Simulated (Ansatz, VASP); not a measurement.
# One calculation of CsMoPb4, two programs

```
Cs Mo Pb
1.0
     5.82743    0.00000    0.00000
    -2.91372    5.04670    0.00000
     0.00000    0.00000    6.50992
Cs Mo Pb
1 1 4
Direct
  0.00000 0.00000 0.00000
  0.00000 0.00000 0.50000
  0.33333 0.66667 0.50000
  0.66667 0.33333 0.50000
  0.33333 0.66667 0.00000
  0.66667 0.33333 0.00000
```

Alike in both runs: functional PBE; k mesh 3 × 3 × 4; occupations gaussian, width 0.1 eV; no spin polarisation.

Ansatz relaxed the structure, and its values are those at the end. VASP's run is a single point on that final structure, the one shown.

```csv
,VASP,Ansatz
version,VASP 6.6.1,Ansatz 0.2.0
potentials or method,"VASP PAW PBE potentials, release 64 (Cs_sv, Mo_sv, Pb_d), cutoff 520 eV","scalar-relativistic, plane waves, PAW"
valence electrons in the cell,79,79
```

|  | VASP | Ansatz | Ansatz less VASP |
| --- | --- | --- | --- |
| gap on the k mesh at the Fermi level (eV) | none | none | - |
| pressure (GPa) | 0.1 | 0.0 | -0.08 |

A gap of «none» marks a metal or a gap that the smearing closes.

The k mesh is coarse, so the values compare programs but aren't converged. Spin-orbit coupling is off throughout.
